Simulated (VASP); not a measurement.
Wanted: the native input for a VASP 6.6.1 run.

```
Task                   : single point
Functional             : LDA
Potentials or basis    : VASP PAW LDA potentials, release 64 (Pt, Se)
Cutoff                 : 520 eV
k mesh                 : 8 × 8 × 7
Occupations            : fermi-dirac, width 0.05 eV
Spin                   : no spin polarisation
Dipole correction      : no
Further INCAR settings : ALGO = Normal; EDIFF = 1e-06; NBANDS = 15
```

The structure of PtSe lies in POSCAR:

```
PtSe
1.0
    3.6702691841     -0.0000000029      0.0000000000
   -1.8351345896      3.1785463536      0.0000000000
    0.0000000000      0.0000000000      3.0971756550
Pt Se
1 1
Direct
    0.0000000000      0.0000000000      0.0000000000
    0.6666666667      0.3333333333      0.5000000000
```

These files were run (other wordings do the same):

INCAR

```
  PREC = Accurate
  ENCUT = 520
  EDIFF = 1E-6
  ISMEAR = -1
  SIGMA = 0.05
  LREAL = F
  LASPH = T
  NELM = 60
  ALGO = Normal
  ISIF = 2
  LWAVE = F
  LCHARG = T
  LELF = T
  LVHAR = T
  NBANDS = 15
```

KPOINTS

```
Automatic mesh
0
Gamma
  8 8 7
```

Potentials or basis: VASP PAW LDA potentials, release 64 (Pt, Se).

Launch:

```sh
$ cat potpaw_LDA.64/Pt/POTCAR potpaw_LDA.64/Se/POTCAR > POTCAR
$ mpirun -np 1 vasp_std > vasp.out
```

It gave:

```json
{
 "Pressure": "0.5 GPa",
 "Band gap on the k mesh": "zero (band 8 reaches 9.09 eV, above the bottom of band 9 at 8.15 eV)"
}
```

Caveat: spin-orbit coupling is left out, which moves the levels of the heavy elements.

Run time: 9 s on 1 thread of Intel(R) Xeon(R) Platinum 8488C (Sapphire Rapids), on a shared host, peak memory 0.15 GiB.
